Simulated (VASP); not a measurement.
Input of a VASP 6.6.1 run:

Contents of POSCAR:

```
TiB
1.0
    0.0000000000      2.2060500000      2.0484750000
    2.2060500000      0.0000000000      2.0484750000
    2.2060500000      2.2060500000      0.0000000000
Ti B
1 1
Direct
    0.7500000000      0.7500000000      0.7500000000
    0.0000000000      0.0000000000      0.0000000000
```

File INCAR.step1:

```
  PREC = Accurate
  ENCUT = 520
  ISMEAR = 0
  SIGMA = 0.15
  LREAL = F
  LASPH = T
  NELM = 100
  NBANDS = 14
  GGA = PE
  ALGO = Normal
  EDIFF = 1E-4
  LWAVE = T
  LCHARG = F
```

Contents of INCAR.step2:

```
  PREC = Accurate
  ENCUT = 520
  EDIFF = 1E-6
  ISMEAR = 0
  SIGMA = 0.15
  LREAL = F
  LASPH = T
  NELM = 100
  ALGO = Normal
  ISIF = 2
  LWAVE = F
  LCHARG = F
  METAGGA = R2SCAN
  LMIXTAU = T
  NBANDS = 14
  ISTART = 1
```

Contents of KPOINTS:

```
Automatic mesh
0
Gamma
  20 20 20
```

Potentials or basis: VASP PAW PBE potentials, release 64 (Ti_sv, B).

Launch:

```console
$ cat potpaw_PBE.64/Ti_sv/POTCAR potpaw_PBE.64/B/POTCAR > POTCAR
$ cp INCAR.step1 INCAR
$ mpirun -np 1 vasp_std > vasp.out
$ cp INCAR.step2 INCAR
$ mpirun -np 1 vasp_std > vasp.out
```

(1) What does it give for the band gap on the k mesh?

(2) Predict the pressure.

Results:

(1) zero (an odd number of electrons rules out a gap without spin polarisation).

(2) 91.9 GPa.

Caveat: the cell differs from its parent crystal (strain +0.050 along x and y, -0.025 along z); the stress differs along the axes, from 80 to 98 GPa; the PAW data sets were made with another functional, which shifts forces and pressure a little; an odd number of electrons without spin polarisation forces a metal; a magnetic or distorted state may lie lower.
